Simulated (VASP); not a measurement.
# PbSe (Fm-3m) in VASP: notebook

Runs on PbSe. Level: r2SCAN. Tasks: single point, relaxation of the atoms.

Everything below comes from runs of VASP 6.6.1. Logs are shortened: lines on timing, memory, paths and dates and some standing lists are left out, and cuts for length are marked.

**1. The cell of the first run**

It takes space group Fm-3m (No. 225, cubic). The conventional cell has a = 6.085 Å, b = 6.085 Å, c = 6.085 Å, α = 90.00°, β = 90.00°, γ = 90.00°. Pb (site symmetry m-3m) has 6 Se at 3.04 Å within 4.0 Å. Within 4.0 Å of Se (site symmetry m-3m) lie 6 Pb at 3.04 Å.

**2. Single point, r2SCAN**

Contents of POSCAR:

```
PbSe
1.0
    0.0000000000      3.0425980000      3.0425980000
    3.0425980000      0.0000000000      3.0425980000
    3.0425980000      3.0425980000      0.0000000000
Pb Se
1 1
Direct
    0.0000000000      0.0000000000      0.0000000000
    0.5000000000      0.5000000000      0.5000000000
```

Contents of INCAR.step1:

```
SYSTEM = PbSe
PREC = Accurate
ENCUT = 520
ISMEAR = -1
SIGMA = 0.1
LREAL = .FALSE.
LASPH = .TRUE.
NELM = 100
NBANDS = 17
GGA = PE
ALGO = Normal
EDIFF = 1E-4
LWAVE = .TRUE.
LCHARG = .FALSE.
```

Contents of INCAR.step2:

```
SYSTEM = PbSe
PREC = Accurate
ENCUT = 520
EDIFF = 1E-7
ISMEAR = -1
SIGMA = 0.1
LREAL = .FALSE.
LASPH = .TRUE.
NELM = 100
ALGO = Normal
ISIF = 2
LWAVE = .FALSE.
LCHARG = .FALSE.
METAGGA = R2SCAN
LMIXTAU = .TRUE.
NBANDS = 17
ISTART = 1
```

Contents of KPOINTS:

```
regular mesh
0
G
  7 7 7
  0 0 0
```

Potentials or basis: VASP PAW PBE potentials, release 64 (Pb_d, Se).

The run is started by

```console
$ cat potpaw_PBE.64/Pb_d/POTCAR potpaw_PBE.64/Se/POTCAR > POTCAR
$ cp INCAR.step1 INCAR
$ mpirun -np 1 vasp_std > vasp.out
$ cp INCAR.step2 INCAR
$ mpirun -np 1 vasp_std > vasp.out
```

OUTCAR:

```text
SYSTEM = PbSe
   PREC = Accurate
   ENCUT = 520
   EDIFF = 1E-7
   ISMEAR = -1
   LREAL = .FALSE.
   LASPH = .TRUE.
   NELM = 100
   ISIF = 2
   METAGGA = R2SCAN
   ISTART = 1

 ion  position               nearest neighbor table
   1  0.000  0.000  0.000-   2 3.04   2 3.04   2 3.04   2 3.04   2 3.04   2 3.04
   2  0.500  0.500  0.500-   1 3.04   1 3.04   1 3.04   1 3.04   1 3.04   1 3.04

  LATTYP: Found a face centered cubic cell.
 ALAT       =     6.0851960000

  Lattice vectors:

 A1 = (   0.0000000000,   3.0425980000,   3.0425980000)
 A2 = (   3.0425980000,   0.0000000000,   3.0425980000)
 A3 = (   3.0425980000,   3.0425980000,   0.0000000000)

Analysis of symmetry for initial positions (statically):
=====================================================================
 Subroutine PRICEL returns:
 Original cell was already a primitive cell.

 Routine SETGRP: Setting up the symmetry group for a
 face centered cubic supercell.

 Subroutine GETGRP returns: Found 48 space group operations
 (whereof 48 operations were pure point group operations)
 out of a pool of 48 trial point group operations.

The static configuration has the point symmetry O_h .

Analysis of symmetry for dynamics (positions and initial velocities):
=====================================================================
 Subroutine PRICEL returns:
 Original cell was already a primitive cell.

 Routine SETGRP: Setting up the symmetry group for a
 face centered cubic supercell.

 Subroutine GETGRP returns: Found 48 space group operations
 (whereof 48 operations were pure point group operations)
 out of a pool of 48 trial point group operations.

The dynamic configuration has the point symmetry O_h .

 Subroutine INISYM returns: Found 48 space group operations
 (whereof 48 operations are pure point group operations),
 and found     1 'primitive' translations

----------------------------------------------------------------------------------------

                                     Primitive cell

  volume of cell :      56.3331

  direct lattice vectors                    reciprocal lattice vectors
     0.000000000  3.042598000  3.042598000    -0.164333244  0.164333244  0.164333244
     3.042598000  0.000000000  3.042598000     0.164333244 -0.164333244  0.164333244
     3.042598000  3.042598000  0.000000000     0.164333244  0.164333244 -0.164333244

  length of vectors
     4.302883356  4.302883356  4.302883356     0.284633528  0.284633528  0.284633528

  position of ions in fractional coordinates (direct lattice)
     0.000000000  0.000000000  0.000000000
     0.500000000  0.500000000  0.500000000

  ion indices of the primitive-cell ions
   primitive index   ion index
                 1           1
                 2           2

----------------------------------------------------------------------------------------

 KPOINTS: regular mesh

Automatic generation of k-mesh.
 Grid dimensions read from file:
 generate k-points for:    7    7    7

 Generating k-lattice:

  Cartesian coordinates                     Fractional coordinates (reciprocal lattice)
    -0.023476178  0.023476178  0.023476178     0.142857143  0.000000000  0.000000000
     0.023476178 -0.023476178  0.023476178     0.000000000  0.142857143  0.000000000
     0.023476178  0.023476178 -0.023476178     0.000000000  0.000000000  0.142857143

  Length of vectors
     0.040661933  0.040661933  0.040661933

  Shift w.r.t. Gamma in fractional coordinates (k-lattice)
     0.000000000  0.000000000  0.000000000

 Subroutine IBZKPT returns following result:
 ===========================================

 Found     20 irreducible k-points:

 Following reciprocal coordinates:
            Coordinates               Weight
  0.000000  0.000000  0.000000      1.000000
  0.142857  0.000000  0.000000      8.000000
  0.285714  0.000000  0.000000      8.000000
  0.428571  0.000000  0.000000      8.000000
  0.142857  0.142857  0.000000      6.000000
  0.285714  0.142857  0.000000     24.000000
[... 12 lines left out ...]
 -0.428571  0.428571  0.142857     24.000000
 -0.285714  0.428571  0.142857     24.000000
   k-points           NKPTS =     20   k-points in BZ     NKDIM =     20   number of bands    NBANDS=     17
   number of dos      NEDOS =    301   number of ions     NIONS =      2
   total plane-waves  NPLWV =  32768
   dimension x,y,z NGX =    32 NGY =   32 NGZ =   32
   dimension x,y,z NGXF=    64 NGYF=   64 NGZF=   64
   ions per type =               1   1
   NGX,Y,Z   is equivalent  to a cutoff of  12.36, 12.36, 12.36 a.u.
   NGXF,Y,Z  is equivalent  to a cutoff of  24.73, 24.73, 24.73 a.u.
 SYSTEM =  PbSe
   PREC   = accura    normal or accurate (medium, high low for compatibility)
   ISTART =      1    job   : 0-new  1-cont  2-samecut
   ICHARG =      0    charge: 1-file 2-atom 10-const
   ISPIN  =      1    spin polarized calculation?
   LNONCOLLINEAR =      F non collinear calculations
   LSORBIT =      F    spin-orbit coupling
   LASPH  =      T    aspherical Exc in radial PAW
   ENCUT  =  520.0 eV  38.22 Ry    6.18 a.u.   8.00  8.00  8.00*2*pi/ulx,y,z
   NELM   =    100;   NELMIN=  2; NELMDL=  0     # of ELM steps
   EDIFF  = 0.1E-06   stopping-criterion for ELM
   LREAL  =      F    real-space projection
   EDIFFG = 0.1E-05   stopping-criterion for IOM
   NSW    =      0    number of steps for IOM
   IBRION =     -1    ionic relax: 0-MD 1-quasi-New 2-CG
   NFREE  =      0    steps in history (QN), initial steepest desc. (CG)
   ISIF   =      2    stress and relaxation
   ISYM   =      2    0-nonsym 1-usesym 2-fastsym
   POTIM  = 0.5000    time-step for ionic-motion
   TEBEG  =    0.0;   TEEND  =   0.0 temperature during run
   PSTRESS=    0.0 pullay stress
   NELECT =      20.0000    total number of electrons
   NUPDOWN=      -1.0000    fix difference up-down
   EMIN   =  10.00;   EMAX   =-10.00  energy-range for DOS
   EFERMI =   0.00;   METHOD = LEGACY
   ISMEAR =    -1;   SIGMA  =   0.10  broadening in eV -4-tet -1-fermi 0-gaus
   EFERMI_NEDOS =   21; number of points for ismear=-14 and -15
   IALGO  =     38    algorithm
   IMIX   =      4    mixing-type and parameters
     AMIX     =   0.40;   BMIX     =  1.00
     AMIX_MAG =   1.60;   BMIX_MAG =  1.00
  volume/ion in A,a.u.               =      28.17       190.08
  Fermi-wavevector in a.u.,A,eV,Ry     =   1.159214  2.190597 18.283195  1.343777
  Thomas-Fermi vector in A             =   2.295809
   LORBIT       =      0    0 simple, 1 ext, 2 COOP (PROOUT), +10 PAW based schemes
   METAGGA = R2SCAN    functional components
   LHFCALC =     F    Hartree Fock is set to
   AEXX    =    0.0000 exact exchange contribution
   IVDW    =     0    specifies the selected vdW correction
   LEPSILON=     F    determine dielectric tensor
   LRPA    =     F    only Hartree local field effects (RPA)
 non-spin polarized calculation
  energy-cutoff  :      520.00
  volume of cell :       56.33
 maximum number of plane-waves:      1532
   NGX = 17   NGY = 17   NGZ = 17

 number of electron      20.0000005 magnetization

 Free energy of the ion-electron system (eV)
  ---------------------------------------------------
  ext. energy  EPLUGINS =         0.00000000
  ---------------------------------------------------
  free energy    TOTEN  =       -71.91943068 eV

  energy without entropy =      -71.91901477  energy(sigma->0) =      -71.91922273

 E-fermi :   5.4687     XC(G=0): -10.1576

 val. band max:        4.9470237048   @ k =   0.4286   0.0000   0.0000
 cond. band min:       5.9705572889   @ k =   0.4286   0.0000   0.0000
 fundamental gap:      1.0235335841
 Fermi energy:         5.4687011593

 k-point     1 :       0.0000    0.0000    0.0000
  band No.  band energies     occupation
      1     -12.3548      2.00000
      2     -12.3548      2.00000
      3     -12.3548      2.00000
      4     -12.3529      2.00000
      5     -12.3529      2.00000
      6      -9.1690      2.00000
[... 9 lines left out ...]
     16      12.0592      0.00000
     17      13.7264      0.00000

 k-point     2 :       0.1429    0.0000    0.0000
  band No.  band energies     occupation
      1     -12.3588      2.00000
      2     -12.3588      2.00000
      3     -12.3541      2.00000
      4     -12.3479      2.00000
      5     -12.3479      2.00000
      6      -9.0046      2.00000
[... 9 lines left out ...]
     16      12.5179      0.00000
     17      15.2495      0.00000

 k-point     3 :       0.2857    0.0000    0.0000
  band No.  band energies     occupation
      1     -12.3710      2.00000
      2     -12.3710      2.00000
      3     -12.3528      2.00000
      4     -12.3330      2.00000
      5     -12.3330      2.00000
      6      -8.5681      2.00000
[... 9 lines left out ...]
     16      13.6683      0.00000
     17      17.5288      0.00000

 k-point     4 :       0.4286    0.0000    0.0000
  band No.  band energies     occupation
      1     -12.3808      2.00000
      2     -12.3808      2.00000
      3     -12.3521      2.00000
      4     -12.3210      2.00000
      5     -12.3210      2.00000
      6      -8.1055      2.00000
[... 9 lines left out ...]
     16      15.3039      0.00000
     17      16.5238      0.00000
[... 263 lines left out ...]
      1     -12.4303      2.00000
      2     -12.3643      2.00000
      3     -12.3467      2.00000
      4     -12.3315      2.00000
      5     -12.3168      2.00000
      6      -7.8163      2.00000
[... 9 lines left out ...]
     16      16.1371      0.00000
     17      17.2751      0.00000

 k-point    19 :      -0.4286    0.4286    0.1429
  band No.  band energies     occupation
      1     -12.4745      2.00000
      2     -12.3614      2.00000
      3     -12.3468      2.00000
      4     -12.3205      2.00000
      5     -12.3095      2.00000
      6      -7.6634      2.00000
[... 9 lines left out ...]
     16      17.2090      0.00000
     17      17.9096      0.00000

 k-point    20 :      -0.2857    0.4286    0.1429
  band No.  band energies     occupation
      1     -12.4605      2.00000
      2     -12.3566      2.00000
      3     -12.3467      2.00000
      4     -12.3340      2.00000
      5     -12.3097      2.00000
      6      -7.6055      2.00000
[... 9 lines left out ...]
     16      17.3213      0.00000
     17      17.9396      0.00000

------------------------ aborting loop because EDIFF is reached ----------------------------------------

  FORCE on cell =-STRESS in cart. coord.  units (eV):
  Direction    XX          YY          ZZ          XY          YZ          ZX
  --------------------------------------------------------------------------------------
  -------------------------------------------------------------------------------------
  Total        0.8988220      0.8988220      0.8988220      0.0000000     -0.0000000      0.0000000
  in kB       25.5635146     25.5635146     25.5635146      0.0000000     -0.0000000      0.0000000
  external PRESSURE =      25.5635146 kB  Pullay stress =       0.0000000 kB

 VOLUME and BASIS-vectors are now :
 -----------------------------------------------------------------------------
  energy-cutoff  :      520.00
  volume of cell :       56.33
      direct lattice vectors                 reciprocal lattice vectors
     0.000000000  3.042598000  3.042598000    -0.164333244  0.164333244  0.164333244
     3.042598000  0.000000000  3.042598000     0.164333244 -0.164333244  0.164333244
     3.042598000  3.042598000  0.000000000     0.164333244  0.164333244 -0.164333244

 POSITION                                       TOTAL-FORCE (eV/Angst)
 -----------------------------------------------------------------------------------
      0.00000      0.00000      0.00000         0.000000      0.000000      0.000000
      3.04260      3.04260      3.04260         0.000000      0.000000     -0.000000
 -----------------------------------------------------------------------------------
    total drift:                                0.000000     -0.000000     -0.000000

  FREE ENERGIE OF THE ION-ELECTRON SYSTEM (eV)
  ---------------------------------------------------
  free  energy   TOTEN  =       -71.9194306824 eV

  energy  without entropy=      -71.9190147749  energy(sigma->0) =      -71.91922273
```

Run time: 37 s. Hardware: 1 thread of Intel Xeon Platinum 8559C (Emerald Rapids), shared host; peak memory 0.19 GiB.

What came out:

```
Free energy : -71.9194 eV
Pressure    : 2.6 GPa
```

Levels at points of the mesh, in eV from the Fermi level:
```
           k point  band 8  band 9  band 10  band 11  band 12  band 13
(0.00, 0.00, 0.00)   -2.44   -2.44    -2.44     4.75     4.75     4.75
```

Caveat: this odd mesh misses L, where the gap lies, so gap, dielectric constants and Born charges aren't listed; the PAW data sets were made with another functional, which shifts forces and pressure a little; spin-orbit coupling is left out, which moves the levels of the heavy elements.

[end of part 1 of 2]
